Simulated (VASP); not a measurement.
# TaBi (Fm-3m) in VASP: single point with PBEsol

Aim: the single point of TaBi with PBEsol.

All numbers are computed with VASP 6.6.1; they aren't measurements. Logs are shortened: lines on timing, memory, paths and dates and some standing lists are left out, and cuts for length are marked.

**1. The cell of the first run**

It takes space group Fm-3m (No. 225, cubic). The conventional cell has a = 5.743 Å, b = 5.743 Å, c = 5.743 Å, α = 90.00°, β = 90.00°, γ = 90.00°. Within 3.8 Å of Ta (site symmetry m-3m) lie 6 Bi at 2.87 Å. Within 3.8 Å of Bi (site symmetry m-3m) lie 6 Ta at 2.87 Å.

**2. Single point, PBEsol**

POSCAR reads:

```
TaBi
1.0
    0.0000000000      2.8715094551      2.8715094551
    2.8715094551      0.0000000000      2.8715094551
    2.8715094551      2.8715094551      0.0000000000
Ta Bi
1 1
Direct
    0.5000000000      0.5000000000      0.5000000000
    0.0000000000      0.0000000000      0.0000000000
```

INCAR.step1 reads:

```
  ALGO = Normal
  EDIFF = 1E-6
  ENCUT = 520
  GGA = PS
  ISIF = 2
  ISMEAR = 0
  LASPH = True
  LCHARG = True
  LMAXMIX = 4
  LREAL = False
  LWAVE = False
  NBANDS = 20
  NELM = 60
  PREC = Accurate
  SIGMA = 0.05
```

KPOINTS.step1 reads:

```
k-points
0
Gamma
  10 10 10
```

INCAR.step2 reads:

```
  ALGO = Normal
  EDIFF = 1E-6
  ENCUT = 520
  GGA = PS
  ICHARG = 11
  ISIF = 2
  ISMEAR = -5
  LASPH = True
  LCHARG = False
  LMAXMIX = 4
  LORBIT = 11
  LREAL = False
  LWAVE = False
  NBANDS = 20
  NEDOS = 1001
  NELM = 60
  PREC = Accurate
  SIGMA = 0.05
```

KPOINTS.step2 reads:

```
k-points
0
Gamma
  15 15 15
```

Potentials or basis: VASP PAW PBE potentials, release 64 (Ta_pv, Bi_d).

The run is started by

```
cat potpaw_PBE.64/Ta_pv/POTCAR potpaw_PBE.64/Bi_d/POTCAR > POTCAR
cp INCAR.step1 INCAR
cp KPOINTS.step1 KPOINTS
mpirun -np 1 vasp_std > vasp.out
cp INCAR.step2 INCAR
cp KPOINTS.step2 KPOINTS
mpirun -np 1 vasp_std > vasp.out
```

OUTCAR:

```text
EDIFF = 1E-6
   ENCUT = 520
   GGA = PS
   ICHARG = 11
   ISIF = 2
   ISMEAR = -5
   LASPH = True
   LORBIT = 11
   LREAL = False
   NELM = 60
   PREC = Accurate

 ion  position               nearest neighbor table
   1  0.500  0.500  0.500-   2 2.87   2 2.87   2 2.87   2 2.87   2 2.87   2 2.87
   2  0.000  0.000  0.000-   1 2.87   1 2.87   1 2.87   1 2.87   1 2.87   1 2.87

  LATTYP: Found a face centered cubic cell.
 ALAT       =     5.7430189102

  Lattice vectors:

 A1 = (   0.0000000000,   2.8715094551,   2.8715094551)
 A2 = (   2.8715094551,   0.0000000000,   2.8715094551)
 A3 = (   2.8715094551,   2.8715094551,   0.0000000000)

Analysis of symmetry for initial positions (statically):
=====================================================================
 Subroutine PRICEL returns:
 Original cell was already a primitive cell.

 Routine SETGRP: Setting up the symmetry group for a
 face centered cubic supercell.

 Subroutine GETGRP returns: Found 48 space group operations
 (whereof 48 operations were pure point group operations)
 out of a pool of 48 trial point group operations.

The static configuration has the point symmetry O_h .

Analysis of symmetry for dynamics (positions and initial velocities):
=====================================================================
 Subroutine PRICEL returns:
 Original cell was already a primitive cell.

 Routine SETGRP: Setting up the symmetry group for a
 face centered cubic supercell.

 Subroutine GETGRP returns: Found 48 space group operations
 (whereof 48 operations were pure point group operations)
 out of a pool of 48 trial point group operations.

The dynamic configuration has the point symmetry O_h .

 Subroutine INISYM returns: Found 48 space group operations
 (whereof 48 operations are pure point group operations),
 and found     1 'primitive' translations

----------------------------------------------------------------------------------------

                                     Primitive cell

  volume of cell :      47.3544

  direct lattice vectors                    reciprocal lattice vectors
     0.000000000  2.871509455  2.871509455    -0.174124448  0.174124448  0.174124448
     2.871509455  0.000000000  2.871509455     0.174124448 -0.174124448  0.174124448
     2.871509455  2.871509455  0.000000000     0.174124448  0.174124448 -0.174124448

  length of vectors
[... 82 lines left out ...]
   ENCUT  =  520.0 eV  38.22 Ry    6.18 a.u.   7.55  7.55  7.55*2*pi/ulx,y,z
   NELM   =     60;   NELMIN=  2; NELMDL=  0     # of ELM steps
   EDIFF  = 0.1E-05   stopping-criterion for ELM
   LREAL  =      F    real-space projection
   EDIFFG = 0.1E-04   stopping-criterion for IOM
   NSW    =      0    number of steps for IOM
   IBRION =     -1    ionic relax: 0-MD 1-quasi-New 2-CG
   NFREE  =      0    steps in history (QN), initial steepest desc. (CG)
   ISIF   =      2    stress and relaxation
   ISYM   =      2    0-nonsym 1-usesym 2-fastsym
   POTIM  = 0.5000    time-step for ionic-motion
   TEBEG  =    0.0;   TEEND  =   0.0 temperature during run
   PSTRESS=    0.0 pullay stress
   NELECT =      26.0000    total number of electrons
   NUPDOWN=      -1.0000    fix difference up-down
   EMIN   =  10.00;   EMAX   =-10.00  energy-range for DOS
   EFERMI =   0.00;   METHOD = LEGACY
   ISMEAR =    -5;   SIGMA  =   0.05  broadening in eV -4-tet -1-fermi 0-gaus
   EFERMI_NEDOS =   21; number of points for ismear=-14 and -15
   IALGO  =     38    algorithm
   IMIX   =      4    mixing-type and parameters
     AMIX     =   0.40;   BMIX     =  1.00
     AMIX_MAG =   1.60;   BMIX_MAG =  1.00
  volume/ion in A,a.u.               =      23.68       159.78
  Fermi-wavevector in a.u.,A,eV,Ry     =   1.340538  2.533249 24.450231  1.797041
  Thomas-Fermi vector in A             =   2.468843
   LORBIT       =     11    0 simple, 1 ext, 2 COOP (PROOUT), +10 PAW based schemes
   GGA     = PS    functional components
   LHFCALC =     F    Hartree Fock is set to
   AEXX    =    0.0000 exact exchange contribution
   IVDW    =     0    specifies the selected vdW correction
   LEPSILON=     F    determine dielectric tensor
   LRPA    =     F    only Hartree local field effects (RPA)
 non-spin polarized calculation
 Fermi weights with tetrahedron method with Bloechl corrections
  energy-cutoff  :      520.00
  volume of cell :       47.35
 maximum number of plane-waves:      1299

 number of electron      25.9999995 magnetization

 Free energy of the ion-electron system (eV)
  ---------------------------------------------------
  ext. energy  EPLUGINS =         0.00000000
  ---------------------------------------------------
  free energy    TOTEN  =       -14.70753575 eV

  energy without entropy =      -14.70753575  energy(sigma->0) =      -14.70753575

 E-fermi :   7.9662     XC(G=0): -11.4865

 val. band max:        8.0408189613   @ k =  -0.3333   0.4667   0.2000
 cond. band min:       7.9319355499   @ k =   0.2000   0.0000   0.0000
 fundamental gap:     -0.1088834114
 Fermi energy:         7.9662011450

 k-point     1 :       0.0000    0.0000    0.0000
  band No.  band energies     occupation
      1     -27.4225      2.00000
      2     -27.4225      2.00000
      3     -27.4225      2.00000
      4     -15.1228      2.00000
      5     -15.1228      2.00000
      6     -15.0173      2.00000
[... 541 lines left out ...]
     19      15.0003      0.00000
     20      15.0868      0.00000

 [... further k-points ...]
[... 5 lines left out ...]
  --------------------------------------------------------------------------------------
  -------------------------------------------------------------------------------------
  Total       -0.0520855     -0.0520855     -0.0520855      0.0000000     -0.0000000      0.0000000
  in kB       -1.7622481     -1.7622481     -1.7622481      0.0000000     -0.0000000      0.0000000
  external PRESSURE =      -1.7622481 kB  Pullay stress =       0.0000000 kB

 VOLUME and BASIS-vectors are now :
 -----------------------------------------------------------------------------
  energy-cutoff  :      520.00
  volume of cell :       47.35
      direct lattice vectors                 reciprocal lattice vectors
     0.000000000  2.871509455  2.871509455    -0.174124448  0.174124448  0.174124448
     2.871509455  0.000000000  2.871509455     0.174124448 -0.174124448  0.174124448
     2.871509455  2.871509455  0.000000000     0.174124448  0.174124448 -0.174124448

 POSITION                                       TOTAL-FORCE (eV/Angst)
 -----------------------------------------------------------------------------------
      2.87151      2.87151      2.87151        -0.000000      0.000000      0.000000
      0.00000      0.00000      0.00000         0.000000      0.000000     -0.000000
 -----------------------------------------------------------------------------------
    total drift:                               -0.000000      0.000000      0.000000

  FREE ENERGIE OF THE ION-ELECTRON SYSTEM (eV)
  ---------------------------------------------------
  free  energy   TOTEN  =       -14.7075357519 eV

  energy  without entropy=      -14.7075357519  energy(sigma->0) =      -14.70753575

 total charge

# of ion       s       p       d       tot
------------------------------------------
    1        0.282   6.072   2.390   8.744
    2        1.407   1.738   9.963  13.109
--------------------------------------------------
tot          1.689   7.810  12.353  21.852
```

OUTCAR.step1:

```text
EDIFF = 1E-6
   ENCUT = 520
   GGA = PS
   ISIF = 2
   ISMEAR = 0
[... 773 lines left out ...]
 -----------------------------------------------------------------------------------
      2.87151      2.87151      2.87151        -0.000000      0.000000      0.000000
      0.00000      0.00000      0.00000         0.000000      0.000000     -0.000000
 -----------------------------------------------------------------------------------
    total drift:                               -0.000000      0.000000      0.000000

  FREE ENERGIE OF THE ION-ELECTRON SYSTEM (eV)
  ---------------------------------------------------
  free  energy   TOTEN  =       -14.7053195617 eV

  energy  without entropy=      -14.7017379164  energy(sigma->0) =      -14.70352874
```

It took 2.6 min on 1 thread of Intel Xeon 8259CL, shared host; peak memory 0.25 GiB.

Results:

```
Valence electrons inside the program's atomic spheres : Ta 8.74; Bi 13.11
```

Levels at points of the mesh, in eV from the Fermi level:
```
           k point  band 9  band 10  band 11  band 12  band 13  band 14  band 15  band 16  band 17  band 18
(0.00, 0.00, 0.00)  -13.49    -0.99    -0.99    -0.99    -0.27    -0.27     0.76     0.76     0.76     2.83
```

Caveat: the PAW data sets were made with another functional, which shifts forces and pressure a little; spin-orbit coupling is left out, which moves the levels of the heavy elements; tetrahedron occupations give inexact forces and stress in metals.
